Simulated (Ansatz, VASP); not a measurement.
Two plane-wave programs on Ta

```
Ta
1.0
     0.00000    2.09503    2.09503
     2.09503    0.00000    2.09503
     2.09503    2.09503    0.00000
Ta
1
Direct
  0.00000 0.00000 0.00000
```

Alike in both runs: task single point; functional RPBE; k mesh 14 × 14 × 14; occupations fermi-dirac, width 0.1 eV; no spin polarisation.

|  | VASP | Ansatz |
| --- | --- | --- |
| version | VASP 6.6.1 | Ansatz 0.2.0 |
| potentials or method | VASP PAW PBE potentials, release 64 (Ta_pv), cutoff 520 eV | plane waves (420 eV) with PAW, scalar-relativistic |
| valence electrons in the cell | 11 | 13 |

```tsv
	VASP	Ansatz	Ansatz less VASP
pressure (GPa)	8.2	8.2	-0.02
```

VASP's potentials were made for PBE, not for RPBE. With one functional, cell and mesh, what is left measures potentials, basis and numerics. VASP's potentials hold 11 valence electrons a cell and Ansatz's 13, so a difference there can come from the potentials and not from the codes.

Neither program's run includes spin-orbit coupling.
